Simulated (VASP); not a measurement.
# Zr (P6_3/mmc) in VASP: further runs

Runs on Zr. Level: LDA. Tasks: single point.

All numbers are computed with VASP 6.6.1; they aren't measurements. Logs are shortened: lines on timing, memory, paths and dates and some standing lists are left out, and cuts for length are marked.

### Step 1. The cell of the first run

It takes space group P6_3/mmc (No. 194, hexagonal). The conventional cell has a = 2.493 Å, b = 2.493 Å, c = 4.039 Å, α = 90.00°, β = 90.00°, γ = 120.00°. Zr (site symmetry -6m2) has 12 Zr at 2.48 to 2.49 Å within 3.3 Å.

### Step 2. Single point, LDA (volume scaled by 0.499, to set the pressure)

INCAR

```
SYSTEM = Zr
  PREC = Accurate
  ENCUT = 520
  EDIFF = 1E-7
  ISMEAR = -1
  SIGMA = 0.1
  LREAL = .FALSE.
  LASPH = .TRUE.
  NELM = 80
  ALGO = Normal
  ISIF = 2
  LWAVE = .FALSE.
  LCHARG = .FALSE.
  NBANDS = 19
```

KPOINTS

```
Automatic mesh
0
G
  18 18 10
  0 0 0
```

POSCAR

```
Zr
1.0
    2.4931065582      0.0000000000      0.0000000000
   -1.2465532791      2.1590936137      0.0000000000
    0.0000000000      0.0000000000      4.0388326242
Zr
2
Direct
    0.3333333333      0.6666666667      0.2500000000
    0.6666666667      0.3333333333      0.7500000000
```

Potentials or basis: VASP PAW LDA potentials, release 64 (Zr_sv).

Started as:

```bash
$ cat potpaw_LDA.64/Zr_sv/POTCAR > POTCAR
$ mpirun -np 1 vasp_std > vasp.out
```

OUTCAR:

```text
SYSTEM = Zr
   PREC = Accurate
   ENCUT = 520
   EDIFF = 1E-7
   ISMEAR = -1
   LREAL = .FALSE.
   LASPH = .TRUE.
   NELM = 80
   ISIF = 2

 ion  position               nearest neighbor table
   1  0.333  0.667  0.250-   2 2.48   2 2.48   2 2.48   2 2.48   2 2.48   2 2.48   2 3.52   2 3.52
                             2 3.52   2 3.52   2 3.52   2 3.52
   2  0.667  0.333  0.750-   1 2.48   1 2.48   1 2.48   1 2.48   1 2.48   1 2.48   1 3.52   1 3.52
                             1 3.52   1 3.52   1 3.52   1 3.52

  LATTYP: Found a hexagonal cell.
 ALAT       =     2.4931065582
 C/A-ratio  =     1.6200000000

  Lattice vectors:

 A1 = (   2.4931065582,   0.0000000000,   0.0000000000)
 A2 = (  -1.2465532791,   2.1590936137,   0.0000000000)
 A3 = (   0.0000000000,   0.0000000000,   4.0388326242)

Analysis of symmetry for initial positions (statically):
=====================================================================
 Subroutine PRICEL returns:
 Original cell was already a primitive cell.

 Routine SETGRP: Setting up the symmetry group for a
 hexagonal supercell.

 Subroutine GETGRP returns: Found 24 space group operations
 (whereof 12 operations were pure point group operations)
 out of a pool of 24 trial point group operations.

The static configuration has the point symmetry D_3d.
 The point group associated with its full space group is D_6h.

Analysis of symmetry for dynamics (positions and initial velocities):
=====================================================================
 Subroutine PRICEL returns:
 Original cell was already a primitive cell.

 Routine SETGRP: Setting up the symmetry group for a
 hexagonal supercell.

 Subroutine GETGRP returns: Found 24 space group operations
 (whereof 12 operations were pure point group operations)
 out of a pool of 24 trial point group operations.

The dynamic configuration has the point symmetry D_3d.
 The point group associated with its full space group is D_6h.

 Subroutine INISYM returns: Found 24 space group operations
 (whereof 12 operations are pure point group operations),
 and found     1 'primitive' translations

----------------------------------------------------------------------------------------

                                     Primitive cell

  volume of cell :      21.7404

  direct lattice vectors                    reciprocal lattice vectors
     2.493106558  0.000000000  0.000000000     0.401106000  0.231578657  0.000000000
    -1.246553279  2.159093614  0.000000000     0.000000000  0.463157315  0.000000000
     0.000000000  0.000000000  4.038832624     0.000000000  0.000000000  0.247596297

  length of vectors
     2.493106558  2.493106558  4.038832624     0.463157315  0.463157315  0.247596297

  position of ions in fractional coordinates (direct lattice)
     0.333333333  0.666666667  0.250000000
     0.666666667  0.333333333  0.750000000

  ion indices of the primitive-cell ions
   primitive index   ion index
                 1           1
                 2           2

----------------------------------------------------------------------------------------

 KPOINTS: Automatic mesh

Automatic generation of k-mesh.
 Grid dimensions read from file:
 generate k-points for:   18   18   10

 Generating k-lattice:

  Cartesian coordinates                     Fractional coordinates (reciprocal lattice)
     0.022283667  0.012865481  0.000000000     0.055555556  0.000000000  0.000000000
     0.000000000  0.025730962  0.000000000     0.000000000  0.055555556  0.000000000
     0.000000000  0.000000000  0.024759630     0.000000000  0.000000000  0.100000000

  Length of vectors
     0.025730962  0.025730962  0.024759630

  Shift w.r.t. Gamma in fractional coordinates (k-lattice)
     0.000000000  0.000000000  0.000000000

 Subroutine IBZKPT returns following result:
 ===========================================

 Found    222 irreducible k-points:

 Following reciprocal coordinates:
            Coordinates               Weight
  0.000000  0.000000  0.000000      1.000000
  0.055556 -0.000000  0.000000      6.000000
  0.111111 -0.000000  0.000000      6.000000
  0.166667 -0.000000  0.000000      6.000000
  0.222222 -0.000000  0.000000      6.000000
  0.277778  0.000000  0.000000      6.000000
[... 16 lines left out ...]
  0.333333  0.111111  0.000000     12.000000
  0.388889  0.111111  0.000000     12.000000
 [... further k-points ...]
   k-points           NKPTS =    222   k-points in BZ     NKDIM =    222   number of bands    NBANDS=     19
   number of dos      NEDOS =    301   number of ions     NIONS =      2
   total plane-waves  NPLWV =  12000
   dimension x,y,z NGX =    20 NGY =   20 NGZ =   30
   dimension x,y,z NGXF=    40 NGYF=   40 NGZF=   60
   ions per type =               2
   NGX,Y,Z   is equivalent  to a cutoff of  13.34, 13.34, 12.35 a.u.
   NGXF,Y,Z  is equivalent  to a cutoff of  26.67, 26.67, 24.70 a.u.
 SYSTEM =  Zr
   PREC   = accura    normal or accurate (medium, high low for compatibility)
   ISTART =      0    job   : 0-new  1-cont  2-samecut
   ICHARG =      2    charge: 1-file 2-atom 10-const
   ISPIN  =      1    spin polarized calculation?
   LNONCOLLINEAR =      F non collinear calculations
   LSORBIT =      F    spin-orbit coupling
   LASPH  =      T    aspherical Exc in radial PAW
   ENCUT  =  520.0 eV  38.22 Ry    6.18 a.u.   4.64  4.64  7.51*2*pi/ulx,y,z
   NELM   =     80;   NELMIN=  2; NELMDL= -5     # of ELM steps
   EDIFF  = 0.1E-06   stopping-criterion for ELM
   LREAL  =      F    real-space projection
   EDIFFG = 0.1E-05   stopping-criterion for IOM
   NSW    =      0    number of steps for IOM
   IBRION =     -1    ionic relax: 0-MD 1-quasi-New 2-CG
   NFREE  =      0    steps in history (QN), initial steepest desc. (CG)
   ISIF   =      2    stress and relaxation
   ISYM   =      2    0-nonsym 1-usesym 2-fastsym
   POTIM  = 0.5000    time-step for ionic-motion
   TEBEG  =    0.0;   TEEND  =   0.0 temperature during run
   PSTRESS=    0.0 pullay stress
   NELECT =      24.0000    total number of electrons
   NUPDOWN=      -1.0000    fix difference up-down
   EMIN   =  10.00;   EMAX   =-10.00  energy-range for DOS
   EFERMI =   0.00;   METHOD = LEGACY
   ISMEAR =    -1;   SIGMA  =   0.10  broadening in eV -4-tet -1-fermi 0-gaus
   EFERMI_NEDOS =   21; number of points for ismear=-14 and -15
   IALGO  =     38    algorithm
   IMIX   =      4    mixing-type and parameters
     AMIX     =   0.40;   BMIX     =  1.00
     AMIX_MAG =   1.60;   BMIX_MAG =  1.00
  volume/ion in A,a.u.               =      10.87        73.36
  Fermi-wavevector in a.u.,A,eV,Ry     =   1.691956  3.197334 38.949626  2.862717
  Thomas-Fermi vector in A             =   2.773630
   LORBIT       =      0    0 simple, 1 ext, 2 COOP (PROOUT), +10 PAW based schemes
   GGA     = CA    functional components
   LHFCALC =     F    Hartree Fock is set to
   AEXX    =    0.0000 exact exchange contribution
   IVDW    =     0    specifies the selected vdW correction
   LEPSILON=     F    determine dielectric tensor
   LRPA    =     F    only Hartree local field effects (RPA)
 non-spin polarized calculation
  energy-cutoff  :      520.00
  volume of cell :       21.74
 maximum number of plane-waves:       604
 NGX is ok and might be reduce to    20
   NGX =  9   NGY =  9   NGZ = 15

 number of electron      24.0000000 magnetization

 Free energy of the ion-electron system (eV)
  ---------------------------------------------------
  ext. energy  EPLUGINS =         0.00000000
  ---------------------------------------------------
  free energy    TOTEN  =        -9.46524298 eV

  energy without entropy =       -9.43062132  energy(sigma->0) =       -9.44793215

 E-fermi :  20.4353     XC(G=0): -15.2626

 val. band max:       20.4292466608   @ k =   0.0556  -0.0000   0.2000
 cond. band min:      20.4371195747   @ k =   0.0000   0.0000   0.2000
 fundamental gap:      0.0078729139
 Fermi energy:        20.4353320862

 k-point     1 :       0.0000    0.0000    0.0000
  band No.  band energies     occupation
      1     -29.4749      2.00000
      2     -27.3058      2.00000
      3     -10.2595      2.00000
      4      -3.8535      2.00000
      5      -3.8535      2.00000
      6      -2.9209      2.00000
[... 11 lines left out ...]
     18      28.3150      0.00000
     19      28.9357      0.00000

 k-point     2 :       0.0556   -0.0000    0.0000
  band No.  band energies     occupation
      1     -29.4285      2.00000
      2     -27.2792      2.00000
      3     -10.2005      2.00000
      4      -4.0758      2.00000
      5      -3.9221      2.00000
      6      -3.1154      2.00000
[... 11 lines left out ...]
     18      26.7533      0.00000
     19      29.1822      0.00000

 k-point     3 :       0.1111   -0.0000    0.0000
  band No.  band energies     occupation
      1     -29.2917      2.00000
      2     -27.2028      2.00000
      3     -10.0254      2.00000
      4      -4.6885      2.00000
      5      -4.1087      2.00000
      6      -3.6563      2.00000
[... 11 lines left out ...]
     18      25.4943      0.00000
     19      29.7770      0.00000

 k-point     4 :       0.1667   -0.0000    0.0000
  band No.  band energies     occupation
      1     -29.0723      2.00000
      2     -27.0870      2.00000
      3      -9.7402      2.00000
      4      -5.5626      2.00000
      5      -4.4399      2.00000
      6      -4.3711      2.00000
[... 407 lines left out ...]
     18      31.1213      0.00000
     19      31.1271      0.00000

 k-point    23 :       0.3333    0.1111    0.0000
  band No.  band energies     occupation
      1     -27.6664      2.00000
      2     -26.6269      2.00000
      3      -8.9140      2.00000
      4      -7.7507      2.00000
      5      -7.6941      2.00000
      6      -5.7995      2.00000
[... 11 lines left out ...]
     18      31.2774      0.00000
     19      33.2476      0.00000

 k-point    24 :       0.3889    0.1111    0.0000
  band No.  band energies     occupation
      1     -27.4105      2.00000
      2     -26.6302      2.00000
      3      -9.3205      2.00000
      4      -8.0658      2.00000
      5      -7.2429      2.00000
      6      -6.0052      2.00000
[... 11 lines left out ...]
     18      31.3619      0.00000
     19      34.0021      0.00000

 [... further k-points ...]

------------------------ aborting loop because EDIFF is reached ----------------------------------------

  FORCE on cell =-STRESS in cart. coord.  units (eV):
  Direction    XX          YY          ZZ          XY          YZ          ZX
  --------------------------------------------------------------------------------------
  -------------------------------------------------------------------------------------
  Total       29.1388559     29.1388559     33.1128208      0.0000000      0.0000000      0.0000000
  in kB     2147.4096908   2147.4096907   2440.2739932      0.0000000      0.0000000      0.0000000
  external PRESSURE =    2245.0311249 kB  Pullay stress =       0.0000000 kB

 VOLUME and BASIS-vectors are now :
 -----------------------------------------------------------------------------
  energy-cutoff  :      520.00
  volume of cell :       21.74
      direct lattice vectors                 reciprocal lattice vectors
     2.493106558  0.000000000  0.000000000     0.401106000  0.231578657  0.000000000
    -1.246553279  2.159093614  0.000000000     0.000000000  0.463157315  0.000000000
     0.000000000  0.000000000  4.038832624     0.000000000  0.000000000  0.247596297

 POSITION                                       TOTAL-FORCE (eV/Angst)
 -----------------------------------------------------------------------------------
     -0.00000      1.43940      1.00971         0.000000     -0.000000      0.000000
      1.24655      0.71970      3.02912        -0.000000      0.000000      0.000000
 -----------------------------------------------------------------------------------
    total drift:                               -0.000000      0.000000     -0.000000

  FREE ENERGIE OF THE ION-ELECTRON SYSTEM (eV)
  ---------------------------------------------------
  free  energy   TOTEN  =        -9.4652429806 eV

  energy  without entropy=       -9.4306213170  energy(sigma->0) =       -9.44793215
```

It took 39 s on 1 thread of Intel Xeon 6975P-C (Granite Rapids), shared host; peak memory 0.18 GiB.

Results:

```
Free energy            : -9.4652 eV
Pressure               : 224.5 GPa
Band gap on the k mesh : zero (band 12 reaches 21.40 eV, above the bottom of band 13 at 19.54 eV)
```

Levels at points of the mesh, in eV from the Fermi level:
| k point | band 10 | band 11 | band 12 | band 13 | band 14 | band 15 |
| --- | --- | --- | --- | --- | --- | --- |
| (0.00, 0.00, 0.00) | -3.82 | 0.17 | 0.17 | 0.25 | 1.90 | 1.90 |
| (0.50, 0.00, 0.00) | -5.35 | -3.65 | -0.41 | 2.44 | 3.60 | 4.45 |
| (0.00, 0.00, 0.50) | -3.54 | 0.04 | 0.04 | 0.04 | 0.04 | 2.32 |
| (0.50, 0.00, 0.50) | -6.00 | -4.08 | -4.08 | 3.91 | 3.91 | 7.20 |

Caveat: the cell differs from its parent crystal (volume scaled by 0.499, to set the pressure).

### Step 3. Single point, LDA

This run uses another cell than the first one, of 10.94 Å³/atom, 1.006 times its volume.

INCAR

```
PREC = Accurate ; ENCUT = 520
EDIFF = 1E-6 ; ISMEAR = -1
SIGMA = 0.1 ; LREAL = False
LASPH = True ; NELM = 100
ALGO = Normal ; ISIF = 2
LWAVE = False ; LCHARG = True
GGA = CA ; LELF = True
LVHAR = True ; NBANDS = 19
```

KPOINTS

```
regular mesh
0
Gamma
  18 18 10
```

POSCAR

```
Zr
1.0
    2.4141242661      0.0000000000      0.0000000000
   -1.2070621331      2.0906929423      0.0000000000
    0.0000000000      0.0000000000      4.3344425385
Zr
2
Direct
    0.3333333333      0.6666666667      0.2500000000
    0.6666666667      0.3333333333      0.7500000000
```

Potentials or basis: VASP PAW LDA potentials, release 64 (Zr_sv).

Started as:

```bash
$ cat potpaw_LDA.64/Zr_sv/POTCAR > POTCAR
$ mpirun -np 1 vasp_std > vasp.out
```

It took 30 s on 1 thread of Intel Xeon 6975P-C (Granite Rapids), shared host; peak memory 0.17 GiB.

The run converged. Its results:

```yaml
Free_energy: -9.8129 eV
Pressure: 222.6 GPa
Band_gap_on_the_k_mesh: zero (band 12 reaches 21.11 eV, above the bottom of band 13 at 19.25 eV)
```

Stress tensor (GPa, compression positive):
```
223.05   0.00   0.00
  0.00 223.05   0.00
  0.00   0.00 221.66
```

Levels at points of the mesh, in eV from the Fermi level:
| k point | band 8 | band 9 | band 10 | band 11 | band 12 | band 13 | band 14 | band 15 | band 16 | band 17 |
| --- | --- | --- | --- | --- | --- | --- | --- | --- | --- | --- |
| (0.00, 0.00, 0.00) | -22.94 | -4.25 | -4.11 | -1.22 | 0.70 | 0.70 | 1.88 | 1.88 | 5.20 | 5.20 |
| (0.50, 0.00, 0.00) | -24.25 | -6.68 | -5.93 | -4.16 | 0.45 | 0.95 | 2.34 | 4.05 | 10.66 | 11.51 |
| (0.00, 0.00, 0.50) | -23.23 | -2.99 | -2.99 | 0.81 | 0.81 | 0.81 | 0.81 | 1.19 | 1.19 | 8.27 |
| (0.50, 0.00, 0.50) | -24.85 | -6.20 | -6.20 | -4.63 | -4.63 | 4.47 | 4.47 | 6.61 | 6.61 | 12.93 |

(Part 1 of 2 ends here.)
